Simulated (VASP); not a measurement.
A run of VASP 6.6.1 is set up as follows.

INCAR

```
SYSTEM = CeSi2Mo2C
  ALGO = Normal
  EDIFF = 1E-7
  ENCUT = 520
  GGA = CA
  ISIF = 2
  ISMEAR = 1
  ISPIN = 2
  LASPH = .True.
  LCHARG = .False.
  LMAXMIX = 6
  LORBIT = 11
  LREAL = .False.
  LWAVE = .False.
  MAGMOM = 0.7 0 0 0 0 0
  NBANDS = 39
  NELM = 150
  PREC = Accurate
  SIGMA = 0.3
```

The input KPOINTS:

```
k-points
0
Gamma
  4 4 3
  0 0 0
```

POSCAR

```
CeSi2Mo2C
1.0
    4.2175560000      0.0000000000      0.0000000000
    0.0000000000      4.2175560000      0.0000000000
    0.0000000000      0.0000000000      5.3630900000
Ce Si Mo C
1 2 2 1
Direct
    0.0000000000      0.0000000000      0.5000000000
    0.5000000000      0.5000000000      0.7211730000
    0.5000000000      0.5000000000      0.2788270000
    0.5000000000      0.0000000000      0.0000000000
    0.0000000000      0.5000000000      0.0000000000
    0.0000000000      0.0000000000      0.0000000000
```

Potentials or basis: VASP PAW LDA potentials, release 64 (Ce, Si, Mo_sv, C).

The run is started by

```bash
$ cat potpaw_LDA.64/Ce/POTCAR potpaw_LDA.64/Si/POTCAR potpaw_LDA.64/Mo_sv/POTCAR potpaw_LDA.64/C/POTCAR > POTCAR
$ mpirun -np 1 vasp_std > vasp.out
```

**Question.** What does it give for the site moments?

**Answer.** Ce +0.28; Si -0.00; Mo -0.01; C -0.00 μB.

**Question.** Estimate the largest force.

**Answer.** 0.042 eV/Å.

**Question.** Estimate the pressure.

**Answer.** -8.0 GPa.

Forces on the atoms (eV/Å):
```
Ce   0.000  0.000  0.000
Si   0.000  0.000  0.042
Si   0.000  0.000 -0.042
Mo   0.000  0.000  0.000
Mo   0.000  0.000  0.000
C    0.000  0.000  0.000
```

Caveat: the k points lie up to 0.39 Å⁻¹ apart; the magnetic or orbital state may not be the lowest. The state reached can hang on the start; a lower one may exist.
